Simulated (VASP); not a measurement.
HfO2, 12 atoms in the cell. It takes space group P2_12_12 (No. 18, orthorhombic). The conventional cell has a = 5.086 Å, b = 5.233 Å, c = 4.945 Å, α = 90.00°, β = 90.00°, γ = 90.00°. Within 2.7 Å of Hf (site symmetry 1) lie 7 O at 2.01 to 2.34 Å. Within 3.2 Å of O (site symmetry 1) lie 5 Hf at 2.01 to 3.19 Å and 10 O at 2.59 to 2.92 Å. Within 2.8 Å of O (site symmetry 2) lie 4 Hf at 2.14 to 2.18 Å and 8 O at 2.56 to 2.78 Å. O (site symmetry 2) has 4 Hf at 2.17 to 2.20 Å and 10 O at 2.56 to 2.92 Å within 3.0 Å. 

* Program: VASP 6.6.1
* Task: single point
* Functional: PBE
* Dispersion: D4
* Potentials or basis: VASP PAW PBE potentials, release 64 (Hf_pv, O)
* Cutoff: 520 eV
* k mesh: 5 × 5 × 6
* Occupations: fermi-dirac, width 0.05 eV
* Spin: no spin polarisation
* Dipole correction: no
* Further INCAR settings: ALGO = Normal; EDIFF = 1e-07; NBANDS = 56

Potentials or basis: VASP PAW PBE potentials, release 64 (Hf_pv, O).

Launch:

```sh
$ cat potpaw_PBE.64/Hf_pv/POTCAR potpaw_PBE.64/O/POTCAR > POTCAR
$ mpirun -np 1 vasp_std > vasp.out
```

Hardware: 1 thread of Intel(R) Xeon(R) Platinum 8259CL CPU @ 2.50GHz (Skylake/Cascade Lake) (shared host).

Problem. How long does it take, and how much memory?

Solution. Run time: 5.8 min on 1 thread of Intel(R) Xeon(R) Platinum 8259CL CPU @ 2.50GHz (Skylake/Cascade Lake) (shared host), peak memory 0.36 GiB. Counts: scf iterations 16, k points 36.
